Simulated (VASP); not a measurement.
Runs of VASP 6.6.1 on SiO2. The structure is that of space group P4_2/mnm (No. 136), or close to it. The cells are those of the table. 

```tsv
task	cell	k mesh	cutoff (eV)	smearing	gap on the mesh (eV)	pressure (GPa)	relaxed volume (Å³/atom)	largest force (eV/Å)
single point	a = 4.236, b = 4.236, c = 2.691 Å, 6 atoms	6 × 6 × 8	520	gaussian 0.02 eV	5.02	0.1	-	0.02
single point	a = 4.234, b = 4.234, c = 2.692 Å, 6 atoms	4 × 4 × 6	520	gaussian 0.1 eV	5.03	0.2	-	-
relaxation of cell and atoms	relaxed from a = 4.180, b = 4.180, c = 2.668 Å, 6 atoms	4 × 4 × 6	600	gaussian 0.1 eV	5.03	0.1	8.03	-
relaxation of cell and atoms	relaxed from a = 4.234, b = 4.234, c = 2.692 Å, 6 atoms	6 × 6 × 8	600	gaussian 0.02 eV	(b)	0.0	8.03	-
single point	a = 4.180, b = 4.180, c = 2.668 Å, 6 atoms	4 × 4 × 6	520	gaussian 0.1 eV	5.61	11.0	-	(a)
```

Alike in all rows: level PBE; potentials or basis VASP PAW PBE potentials, release 64 (Si, O); no spin polarisation.

**Question.** Fill in the values left out.

**Answer.** (a) 0.24; (b) 5.04.

A k mesh can miss the band edges.
